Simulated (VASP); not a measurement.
# Os (Fm-3m) in VASP: notebook, part 2 of 2

VASP 6.6.1. Earlier steps stand in the parts before.

## Step 3: Electric field gradients, PBE

This run uses another cell than the first one, of 14.72 Å³/atom.

INCAR reads:

```
SYSTEM = Os
  PREC = Accurate
  ENCUT = 520
  EDIFF = 1E-8
  ISMEAR = -1
  SIGMA = 0.03
  LREAL = .False.
  LASPH = .True.
  NELM = 80
  ALGO = Normal
  ISIF = 2
  LWAVE = .False.
  LCHARG = .False.
  GGA = PE
  LEFG = .True.
  NBANDS = 10
```

KPOINTS reads:

```
regular mesh
0
Gamma
  14 14 14
  0 0 0
```

POSCAR reads:

```
Os
1.0
    0.0000000000      1.9450000000      1.9450000000
    1.9450000000      0.0000000000      1.9450000000
    1.9450000000      1.9450000000      0.0000000000
Os
1
Direct
    0.0000000000      0.0000000000      0.0000000000
```

Potentials or basis: VASP PAW PBE potentials, release 64 (Os).

On the command line:

```sh
cat potpaw_PBE.64/Os/POTCAR > POTCAR
mpirun -np 1 vasp_std > vasp.out
```

OUTCAR:

```text
SYSTEM = Os
   PREC = Accurate
   ENCUT = 520
   EDIFF = 1E-8
   ISMEAR = -1
   LREAL = .False.
   LASPH = .True.
   NELM = 80
   ISIF = 2
   GGA = PE

 ion  position               nearest neighbor table
   1  0.000  0.000  0.000-

  LATTYP: Found a face centered cubic cell.
 ALAT       =     3.8900000000

  Lattice vectors:

 A1 = (   0.0000000000,   1.9450000000,   1.9450000000)
 A2 = (   1.9450000000,   0.0000000000,   1.9450000000)
 A3 = (   1.9450000000,   1.9450000000,   0.0000000000)

Analysis of symmetry for initial positions (statically):
=====================================================================
 Subroutine PRICEL returns:
 Original cell was already a primitive cell.

 Routine SETGRP: Setting up the symmetry group for a
 face centered cubic supercell.

 Subroutine GETGRP returns: Found 48 space group operations
 (whereof 48 operations were pure point group operations)
 out of a pool of 48 trial point group operations.

The static configuration has the point symmetry O_h .

Analysis of symmetry for dynamics (positions and initial velocities):
=====================================================================
 Subroutine PRICEL returns:
 Original cell was already a primitive cell.

 Routine SETGRP: Setting up the symmetry group for a
 face centered cubic supercell.

 Subroutine GETGRP returns: Found 48 space group operations
 (whereof 48 operations were pure point group operations)
 out of a pool of 48 trial point group operations.

The dynamic configuration has the point symmetry O_h .
[... 155 lines left out ...]
      3       5.8126      2.00000
      4       5.8126      2.00000
      5       8.6297      0.16435
      6       8.6297      0.16435
      7      22.8835      0.00000
      8      28.4000      0.00000
      9      28.4000      0.00000
     10      28.4000      0.00000
[... 287 lines left out ...]
 k-point    24 :       0.2857    0.1429    0.0000
  band No.  band energies     occupation
      1       0.9757      2.00000
      2       4.3560      2.00000
      3       6.1431      2.00000
      4       6.9564      2.00000
      5       8.3210      1.99924
      6       9.6256      0.00000
      7      23.8193      0.00000
      8      26.7869      0.00000
      9      28.9441      0.00000
     10      29.7623      0.00000

 [... further k-points ...]

------------------------ aborting loop because EDIFF is reached ----------------------------------------

  FORCE on cell =-STRESS in cart. coord.  units (eV):
  Direction    XX          YY          ZZ          XY          YZ          ZX
  --------------------------------------------------------------------------------------
  -------------------------------------------------------------------------------------
  Total       -0.8937225     -0.8937225     -0.8937225      0.0000000     -0.0000000      0.0000000
  in kB      -97.3026073    -97.3026073    -97.3026073      0.0000000     -0.0000000      0.0000000
  external PRESSURE =     -97.3026073 kB  Pullay stress =       0.0000000 kB

 VOLUME and BASIS-vectors are now :
 -----------------------------------------------------------------------------
  energy-cutoff  :      520.00
  volume of cell :       14.72
      direct lattice vectors                 reciprocal lattice vectors
     0.000000000  1.945000000  1.945000000    -0.257069409  0.257069409  0.257069409
     1.945000000  0.000000000  1.945000000     0.257069409 -0.257069409  0.257069409
     1.945000000  1.945000000  0.000000000     0.257069409  0.257069409 -0.257069409

 POSITION                                       TOTAL-FORCE (eV/Angst)
 -----------------------------------------------------------------------------------
      0.00000      0.00000      0.00000        -0.000000      0.000000     -0.000000
 -----------------------------------------------------------------------------------
    total drift:                               -0.000000     -0.000000     -0.000000

  FREE ENERGIE OF THE ION-ELECTRON SYSTEM (eV)
  ---------------------------------------------------
  free  energy   TOTEN  =       -11.0927682649 eV

  energy  without entropy=      -11.0881276953  energy(sigma->0) =      -11.09044798

 Electric field gradients (V/A^2)
---------------------------------------------------------------------
 ion       V_xx      V_yy      V_zz      V_xy      V_xz      V_yz
---------------------------------------------------------------------
   1      -0.000    -0.000    -0.000    -0.000    -0.000    -0.000
---------------------------------------------------------------------

 Electric field gradients after diagonalization (V/A^2)
 (convention: |V_zz| > |V_xx| > |V_yy|)
----------------------------------------------------------------------
 ion       V_xx      V_yy      V_zz     asymmetry (V_yy - V_xx)/ V_zz
----------------------------------------------------------------------
   1       0.000     0.000    -0.000       0.000
----------------------------------------------------------------------

           NMR quadrupolar parameters

 Cq : quadrupolar parameter    Cq=e*Q*V_zz/h
 eta: asymmetry parameters     (V_yy - V_xx)/ V_zz
 Q  : nuclear electric quadrupole moment in mb (millibarn)
----------------------------------------------------------------------
 ion       Cq(MHz)       eta       Q (mb)
----------------------------------------------------------------------
   1      -0.000       0.000       1.000
----------------------------------------------------------------------
```

stdout:

```text
POSCAR found type information on POSCAR Os
 POSCAR found :  1 types and       1 ions
 scaLAPACK will be used
 LDA part: xc-table for (Slater+PW92), standard interpolation
 POSCAR, INCAR and KPOINTS ok, starting setup
 FFT: planning ... GRIDC
 FFT: planning ... GRID_SOFT
 FFT: planning ... GRID
 WAVECAR not read
 entering main loop
ion   1
```

Run time: 18 s. Hardware: 1 thread of AMD EPYC 7R13, shared host; peak memory 0.1 GiB.

What came out:

```
Free energy                             : -11.0928 eV
Pressure                                : -9.7 GPa
Band gap on the k mesh                  : zero (bands 4 and 5 overlap by 3.50 eV)
Largest electric field gradient by atom : zero within the noise of the run
```

Caveat: the cell stands under tension; spin-orbit coupling is left out, which moves the levels of the heavy elements.

## Step 4: Electric field gradients, PBE

This run uses another cell than the first one, of 14.72 Å³/atom.

INCAR reads:

```
ALGO = Normal
EDIFF = 1E-8
ENCUT = 520
GGA = PE
ISIF = 2
ISMEAR = -1
LASPH = True
LCHARG = False
LEFG = True
LREAL = False
LWAVE = False
NBANDS = 10
NELM = 80
PREC = Accurate
SIGMA = 0.03
```

KPOINTS reads:

```
k-points
0
Gamma
  14 14 14
```

POSCAR is that of step 3.

Potentials or basis: VASP PAW PBE potentials, release 64 (Os).

On the command line:

```sh
cat potpaw_PBE.64/Os/POTCAR > POTCAR
mpirun -np 1 vasp_std > vasp.out
```

OUTCAR:

```text
EDIFF = 1E-8
   ENCUT = 520
   GGA = PE
   ISIF = 2
   ISMEAR = -1
   LASPH = True
   LREAL = False
   NELM = 80
   PREC = Accurate

 ion  position               nearest neighbor table
   1  0.000  0.000  0.000-

  LATTYP: Found a face centered cubic cell.
 ALAT       =     3.8900000000

  Lattice vectors:

 A1 = (   0.0000000000,   1.9450000000,   1.9450000000)
 A2 = (   1.9450000000,   0.0000000000,   1.9450000000)
 A3 = (   1.9450000000,   1.9450000000,   0.0000000000)

Analysis of symmetry for initial positions (statically):
=====================================================================
 Subroutine PRICEL returns:
 Original cell was already a primitive cell.

 Routine SETGRP: Setting up the symmetry group for a
 face centered cubic supercell.

 Subroutine GETGRP returns: Found 48 space group operations
 (whereof 48 operations were pure point group operations)
 out of a pool of 48 trial point group operations.

The static configuration has the point symmetry O_h .

Analysis of symmetry for dynamics (positions and initial velocities):
=====================================================================
 Subroutine PRICEL returns:
 Original cell was already a primitive cell.

 Routine SETGRP: Setting up the symmetry group for a
 face centered cubic supercell.

 Subroutine GETGRP returns: Found 48 space group operations
 (whereof 48 operations were pure point group operations)
 out of a pool of 48 trial point group operations.

The dynamic configuration has the point symmetry O_h .

[... 154 lines left out ...]
      3       5.8126      2.00000
      4       5.8126      2.00000
      5       8.6297      0.16435
      6       8.6297      0.16435
      7      22.8835      0.00000
      8      28.4000      0.00000
      9      28.4000      0.00000
     10      28.4000      0.00000
[... 287 lines left out ...]
 k-point    24 :       0.2857    0.1429    0.0000
  band No.  band energies     occupation
      1       0.9757      2.00000
      2       4.3560      2.00000
      3       6.1431      2.00000
      4       6.9564      2.00000
      5       8.3210      1.99924
      6       9.6256      0.00000
      7      23.8193      0.00000
      8      26.7869      0.00000
      9      28.9441      0.00000
     10      29.7623      0.00000

 [... further k-points ...]

------------------------ aborting loop because EDIFF is reached ----------------------------------------

  FORCE on cell =-STRESS in cart. coord.  units (eV):
  Direction    XX          YY          ZZ          XY          YZ          ZX
  --------------------------------------------------------------------------------------
  -------------------------------------------------------------------------------------
  Total       -0.8937225     -0.8937225     -0.8937225      0.0000000     -0.0000000      0.0000000
  in kB      -97.3026073    -97.3026073    -97.3026073      0.0000000     -0.0000000      0.0000000
  external PRESSURE =     -97.3026073 kB  Pullay stress =       0.0000000 kB

 VOLUME and BASIS-vectors are now :
 -----------------------------------------------------------------------------
  energy-cutoff  :      520.00
  volume of cell :       14.72
      direct lattice vectors                 reciprocal lattice vectors
     0.000000000  1.945000000  1.945000000    -0.257069409  0.257069409  0.257069409
     1.945000000  0.000000000  1.945000000     0.257069409 -0.257069409  0.257069409
     1.945000000  1.945000000  0.000000000     0.257069409  0.257069409 -0.257069409

 POSITION                                       TOTAL-FORCE (eV/Angst)
 -----------------------------------------------------------------------------------
      0.00000      0.00000      0.00000        -0.000000      0.000000     -0.000000
 -----------------------------------------------------------------------------------
    total drift:                               -0.000000     -0.000000     -0.000000

  FREE ENERGIE OF THE ION-ELECTRON SYSTEM (eV)
  ---------------------------------------------------
  free  energy   TOTEN  =       -11.0927682649 eV

  energy  without entropy=      -11.0881276953  energy(sigma->0) =      -11.09044798

 Electric field gradients (V/A^2)
---------------------------------------------------------------------
 ion       V_xx      V_yy      V_zz      V_xy      V_xz      V_yz
---------------------------------------------------------------------
   1      -0.000    -0.000    -0.000    -0.000    -0.000    -0.000
---------------------------------------------------------------------

 Electric field gradients after diagonalization (V/A^2)
 (convention: |V_zz| > |V_xx| > |V_yy|)
----------------------------------------------------------------------
 ion       V_xx      V_yy      V_zz     asymmetry (V_yy - V_xx)/ V_zz
----------------------------------------------------------------------
   1       0.000     0.000    -0.000       0.000
----------------------------------------------------------------------

           NMR quadrupolar parameters

 Cq : quadrupolar parameter    Cq=e*Q*V_zz/h
 eta: asymmetry parameters     (V_yy - V_xx)/ V_zz
 Q  : nuclear electric quadrupole moment in mb (millibarn)
----------------------------------------------------------------------
 ion       Cq(MHz)       eta       Q (mb)
----------------------------------------------------------------------
   1      -0.000       0.000       1.000
----------------------------------------------------------------------
```

It took 20 s on 1 thread of AMD EPYC 7R13, shared host; peak memory 0.11 GiB.

Results:

- Free energy: -11.0928 eV
- Pressure: -9.7 GPa
- Band gap on the k mesh: zero (bands 4 and 5 overlap by 3.50 eV)
- Largest electric field gradient by atom: zero within the noise of the run

Caveat: the cell stands under tension; spin-orbit coupling is left out, which moves the levels of the heavy elements.
